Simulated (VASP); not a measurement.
# HPt12 in VASP: single point with PBE

Aim: the single point of HPt12 with PBE.

Program: VASP 6.6.1. These are calculated values, not measurements. Logs are shortened: lines on timing, memory, paths and dates and some standing lists are left out, and cuts for length are marked.

**1. The cell of the first run**

The cell holds a slab with vacuum, 13 atoms: a = 5.614 Å, b = 5.614 Å, c = 19.351 Å, α = 90.00°, β = 90.00°, γ = 90.00°.

**2. Single point, PBE**

Contents of INCAR:

```
PREC = Accurate
ENCUT = 520
EDIFF = 1E-6
ISMEAR = 0
SIGMA = 0.1
LREAL = F
LASPH = T
NELM = 60
ALGO = Normal
ISIF = 2
LWAVE = F
LCHARG = F
LDIPOL = T
IDIPOL = 3
DIPOL = 0.5 0.5 0.317
GGA = PE
NBANDS = 72
```

Contents of KPOINTS:

```
regular mesh
0
Gamma
  5 5 1
```

Contents of POSCAR:

```
HPt12
1.0
    5.6143281324      0.0000000000      0.0000000000
    0.0000000000      5.6143281324      0.0000000000
    0.0000000000      0.0000000000     19.3513900856
Pt H
12 1
Direct
    0.2500000000      0.2500000000      0.2067034969
    0.2500000000      0.7500000000      0.2067034969
    0.7500000000      0.2500000000      0.2067034969
    0.7500000000      0.7500000000      0.2067034969
    0.0000000000      0.0000000000      0.3062505494
    0.0000000000      0.5000000000      0.3062505494
    0.5000000000      0.0000000000      0.3062505494
    0.5000000000      0.5000000000      0.3062505494
    0.2500000000      0.2500000000      0.4057274465
    0.2500000000      0.7500000000      0.4057274465
    0.7500000000      0.2500000000      0.4057274465
    0.7500000000      0.7500000000      0.4057274465
    0.4166666667      0.5000000000      0.4445122168
```

Potentials or basis: VASP PAW PBE potentials, release 64 (Pt, H).

Started as:

```bash
> cat potpaw_PBE.64/Pt/POTCAR potpaw_PBE.64/H/POTCAR > POTCAR
> mpirun -np 1 vasp_std > vasp.out
```

OUTCAR:

```text
PREC = Accurate
   ENCUT = 520
   EDIFF = 1E-6
   ISMEAR = 0
   LREAL = F
   LASPH = T
   NELM = 60
   ISIF = 2
   GGA = PE

 ion  position               nearest neighbor table
   1  0.250  0.250  0.207-   5 2.77   6 2.77   7 2.77   8 2.77   2 2.81   3 2.81   2 2.81   3 2.81

   2  0.250  0.750  0.207-   5 2.77   6 2.77   7 2.77   8 2.77   1 2.81   4 2.81   1 2.81   4 2.81

   3  0.750  0.250  0.207-   5 2.77   6 2.77   7 2.77   8 2.77   1 2.81   4 2.81   4 2.81   1 2.81
[... 4 lines left out ...]
                             6 2.81   7 2.81   6 2.81   7 2.81
   6  0.000  0.500  0.306-   9 2.77  10 2.77  11 2.77  12 2.77   1 2.77   2 2.77   3 2.77   4 2.77
                             5 2.81   8 2.81   5 2.81   8 2.81
   7  0.500  0.000  0.306-   9 2.77  10 2.77  11 2.77  12 2.77   1 2.77   2 2.77   3 2.77   4 2.77
                             5 2.81   8 2.81   8 2.81   5 2.81
   8  0.500  0.500  0.306-   9 2.77  10 2.77  11 2.77  12 2.77   1 2.77   2 2.77   3 2.77   4 2.77
                             6 2.81   7 2.81   7 2.81   6 2.81
   9  0.250  0.250  0.406-  13 1.85   6 2.77   7 2.77   8 2.77   5 2.77  11 2.81  10 2.81  10 2.81
                            11 2.81
  10  0.250  0.750  0.406-  13 1.85   6 2.77   7 2.77   8 2.77   5 2.77  12 2.81   9 2.81   9 2.81
                            12 2.81
  11  0.750  0.250  0.406-   5 2.77   6 2.77   7 2.77   8 2.77   9 2.81  12 2.81  12 2.81   9 2.81

  12  0.750  0.750  0.406-   5 2.77   6 2.77   7 2.77   8 2.77  10 2.81  11 2.81  11 2.81  10 2.81

  13  0.417  0.500  0.445-   9 1.85  10 1.85

  LATTYP: Found a simple tetragonal cell.
 ALAT       =     5.6143281324
 C/A-ratio  =     3.4467864416

  Lattice vectors:

 A1 = (   5.6143281324,   0.0000000000,   0.0000000000)
 A2 = (   0.0000000000,   5.6143281324,   0.0000000000)
 A3 = (   0.0000000000,   0.0000000000,  19.3513900856)

Analysis of symmetry for initial positions (statically):
=====================================================================
 Subroutine PRICEL returns:
 Original cell was already a primitive cell.

 Routine SETGRP: Setting up the symmetry group for a
 simple tetragonal supercell.

 Subroutine GETGRP returns: Found  2 space group operations
 (whereof  2 operations were pure point group operations)
 out of a pool of 16 trial point group operations.

The static configuration has the point symmetry C_1h.

Analysis of symmetry for dynamics (positions and initial velocities):
=====================================================================
 Subroutine PRICEL returns:
 Original cell was already a primitive cell.

 Routine SETGRP: Setting up the symmetry group for a
 simple tetragonal supercell.

 Subroutine GETGRP returns: Found  2 space group operations
 (whereof  2 operations were pure point group operations)
 out of a pool of 16 trial point group operations.

The dynamic configuration has the point symmetry C_1h.

 Subroutine INISYM returns: Found  2 space group operations
 (whereof  2 operations are pure point group operations),
 and found     1 'primitive' translations

----------------------------------------------------------------------------------------

                                     Primitive cell

  volume of cell :     609.9690

  direct lattice vectors                    reciprocal lattice vectors
     5.614328132  0.000000000  0.000000000     0.178115703  0.000000000  0.000000000
     0.000000000  5.614328132  0.000000000     0.000000000  0.178115703  0.000000000
     0.000000000  0.000000000 19.351390086     0.000000000  0.000000000  0.051675874

  length of vectors
     5.614328132  5.614328132 19.351390086     0.178115703  0.178115703  0.051675874

  position of ions in fractional coordinates (direct lattice)
     0.250000000  0.250000000  0.206703497
     0.250000000  0.750000000  0.206703497
     0.750000000  0.250000000  0.206703497
     0.750000000  0.750000000  0.206703497
     0.000000000  0.000000000  0.306250549
[... 36 lines left out ...]
     0.035623141  0.000000000  0.000000000     0.200000000  0.000000000  0.000000000
     0.000000000  0.035623141  0.000000000     0.000000000  0.200000000  0.000000000
     0.000000000  0.000000000  0.051675874     0.000000000  0.000000000  1.000000000

  Length of vectors
     0.035623141  0.035623141  0.051675874

  Shift w.r.t. Gamma in fractional coordinates (k-lattice)
     0.000000000  0.000000000  0.000000000

 Subroutine IBZKPT returns following result:
 ===========================================

 Found      9 irreducible k-points:

 Following reciprocal coordinates:
            Coordinates               Weight
  0.000000  0.000000  0.000000      1.000000
  0.200000  0.000000  0.000000      2.000000
  0.000000  0.200000  0.000000      2.000000
  0.400000  0.000000  0.000000      2.000000
  0.000000  0.400000  0.000000      2.000000
  0.200000  0.200000  0.000000      4.000000
  0.400000  0.200000  0.000000      4.000000
 -0.200000  0.400000  0.000000      4.000000
  0.400000  0.400000  0.000000      4.000000
   k-points           NKPTS =      9   k-points in BZ     NKDIM =      9   number of bands    NBANDS=     72
   number of dos      NEDOS =    301   number of ions     NIONS =     13
   total plane-waves  NPLWV = 254016
   dimension x,y,z NGX =    42 NGY =   42 NGZ =  144
   dimension x,y,z NGXF=    84 NGYF=   84 NGZF=  288
   ions per type =              12   1
   NGX,Y,Z   is equivalent  to a cutoff of  12.44, 12.44, 12.37 a.u.
   NGXF,Y,Z  is equivalent  to a cutoff of  24.87, 24.87, 24.74 a.u.
 SYSTEM =  unknown system
   PREC   = accura    normal or accurate (medium, high low for compatibility)
   ISTART =      0    job   : 0-new  1-cont  2-samecut
   ICHARG =      2    charge: 1-file 2-atom 10-const
   ISPIN  =      1    spin polarized calculation?
   LNONCOLLINEAR =      F non collinear calculations
   LSORBIT =      F    spin-orbit coupling
   LASPH  =      T    aspherical Exc in radial PAW
   ENCUT  =  520.0 eV  38.22 Ry    6.18 a.u.  10.44 10.44 35.98*2*pi/ulx,y,z
   NELM   =     60;   NELMIN=  2; NELMDL= -5     # of ELM steps
   EDIFF  = 0.1E-05   stopping-criterion for ELM
   LREAL  =      F    real-space projection
   EDIFFG = 0.1E-04   stopping-criterion for IOM
   NSW    =      0    number of steps for IOM
   IBRION =     -1    ionic relax: 0-MD 1-quasi-New 2-CG
   NFREE  =      0    steps in history (QN), initial steepest desc. (CG)
   ISIF   =      2    stress and relaxation
   ISYM   =      2    0-nonsym 1-usesym 2-fastsym
   POTIM  = 0.5000    time-step for ionic-motion
   TEBEG  =    0.0;   TEEND  =   0.0 temperature during run
   PSTRESS=    0.0 pullay stress
   NELECT =     121.0000    total number of electrons
   NUPDOWN=      -1.0000    fix difference up-down
   EMIN   =  10.00;   EMAX   =-10.00  energy-range for DOS
   EFERMI =   0.00;   METHOD = LEGACY
   ISMEAR =     0;   SIGMA  =   0.10  broadening in eV -4-tet -1-fermi 0-gaus
   EFERMI_NEDOS =   21; number of points for ismear=-14 and -15
   IALGO  =     38    algorithm
   IMIX   =      4    mixing-type and parameters
     AMIX     =   0.40;   BMIX     =  1.00
     AMIX_MAG =   1.60;   BMIX_MAG =  1.00
  volume/ion in A,a.u.               =      46.92       316.64
  Fermi-wavevector in a.u.,A,eV,Ry     =   0.954774  1.804262 12.402988  0.911594
  Thomas-Fermi vector in A             =   2.083552
   LORBIT       =      0    0 simple, 1 ext, 2 COOP (PROOUT), +10 PAW based schemes
   GGA     = PE    functional components
   LHFCALC =     F    Hartree Fock is set to
   AEXX    =    0.0000 exact exchange contribution
   IVDW    =     0    specifies the selected vdW correction
   LEPSILON=     F    determine dielectric tensor
   LRPA    =     F    only Hartree local field effects (RPA)
 non-spin polarized calculation
 Gauss-broadening in eV      SIGMA  =   0.10
  energy-cutoff  :      520.00
  volume of cell :      609.97
 maximum number of plane-waves:     16469
 NGX is ok and might be reduce to    42
   NGX = 21   NGY = 21   NGZ = 71

 dipolmoment           0.000000      0.000000      0.248091 electrons x Angstroem

 number of electron     121.0000009 magnetization

 dipolmoment           0.000000      0.000000     -0.002334 electrons x Angstroem

 Free energy of the ion-electron system (eV)
  ---------------------------------------------------
  ext. energy  EPLUGINS =         0.00000000
  ---------------------------------------------------
  free energy    TOTEN  =       -69.70422822 eV

  energy without entropy =      -69.57135443  energy(sigma->0) =      -69.63779132

 E-fermi :  -0.6139     XC(G=0):  -5.0498

 val. band max:       -0.6297255284   @ k =   0.4000   0.2000   0.0000
 cond. band min:      -0.6031572552   @ k =   0.4000   0.4000   0.0000
 fundamental gap:      0.0265682732
 Fermi energy:        -0.6138652786

 k-point     1 :       0.0000    0.0000    0.0000
  band No.  band energies     occupation
      1      -9.6574      2.00000
      2      -7.9736      2.00000
      3      -7.1123      2.00000
      4      -7.0873      2.00000
      5      -6.8932      2.00000
      6      -6.8734      2.00000
[... 664 lines left out ...]
     71       2.8254      0.00000
     72       3.5674      0.00000

------------------------ aborting loop because EDIFF is reached ----------------------------------------

 vacuum level on the upper side and lower side of the slab       (xc-potential included)        -0.114        -0.096

  FORCE on cell =-STRESS in cart. coord.  units (eV):
  Direction    XX          YY          ZZ          XY          YZ          ZX
  --------------------------------------------------------------------------------------
  -------------------------------------------------------------------------------------
  Total      -11.8527017    -12.1028147      1.6542361      0.0000000      0.0000000     -0.1502344
  in kB      -31.1329437    -31.7899040      4.3451055      0.0000000      0.0000000     -0.3946137
  external PRESSURE =     -19.5259141 kB  Pullay stress =       0.0000000 kB

 VOLUME and BASIS-vectors are now :
 -----------------------------------------------------------------------------
  energy-cutoff  :      520.00
  volume of cell :      609.97
      direct lattice vectors                 reciprocal lattice vectors
     5.614328132  0.000000000  0.000000000     0.178115703  0.000000000  0.000000000
     0.000000000  5.614328132  0.000000000     0.000000000  0.178115703  0.000000000
     0.000000000  0.000000000 19.351390086     0.000000000  0.000000000  0.051675874

 POSITION                                       TOTAL-FORCE (eV/Angst)
 -----------------------------------------------------------------------------------
      1.40358      1.40358      4.00000        -0.029357     -0.040607      0.018726
      1.40358      4.21075      4.00000        -0.029357      0.040607      0.018726
      4.21075      1.40358      4.00000        -0.012537     -0.005828     -0.071102
      4.21075      4.21075      4.00000        -0.012537      0.005828     -0.071102
      0.00000      0.00000      5.92637         0.005626      0.000000      0.236382
      0.00000      2.80716      5.92637        -0.088755      0.000000     -0.253541
      2.80716      0.00000      5.92637         0.059322      0.000000     -0.227309
      2.80716      2.80716      5.92637         0.103836      0.000000     -0.496178
      1.40358      1.40358      7.85139         0.117711      0.000115      0.341191
      1.40358      4.21075      7.85139         0.117711     -0.000115      0.341191
      4.21075      1.40358      7.85139         0.096761     -0.077852      0.080190
      4.21075      4.21075      7.85139         0.096761      0.077852      0.080190
      2.33930      2.80716      8.60193        -0.425184      0.000000      0.002636
 -----------------------------------------------------------------------------------
    total drift:                                0.000064      0.000000      0.000065

  FREE ENERGIE OF THE ION-ELECTRON SYSTEM (eV)
  ---------------------------------------------------
  free  energy   TOTEN  =       -69.7042282232 eV

  energy  without entropy=      -69.5713544265  energy(sigma->0) =      -69.63779132

 vacuum level on the upper side and lower side of the slab         4.916         4.933
```

Run time: 15 min. Hardware: 1 thread of Intel Xeon Platinum 8488C (Sapphire Rapids), shared host; peak memory 0.69 GiB.

Results:

```yaml
Free_energy: -69.7042 eV
Largest_force: 0.507 eV/Å
Band_gap_on_the_k_mesh: zero (an odd number of electrons rules out a gap without spin polarisation)
```

Forces in eV/Å, atoms in the order of the input:
```
Pt  -0.029 -0.041  0.019
Pt  -0.029  0.041  0.019
Pt  -0.013 -0.006 -0.071
Pt  -0.013  0.006 -0.071
Pt   0.006  0.000  0.236
Pt  -0.089  0.000 -0.254
Pt   0.059  0.000 -0.227
Pt   0.104  0.000 -0.496
Pt   0.118  0.000  0.341
Pt   0.118  0.000  0.341
Pt   0.097 -0.078  0.080
Pt   0.097  0.078  0.080
H   -0.425  0.000  0.003
```

Caveat: spin-orbit coupling is left out, which moves the levels of the heavy elements.

The gap in the log of VASP goes by the Fermi energy; the results here count the filled bands.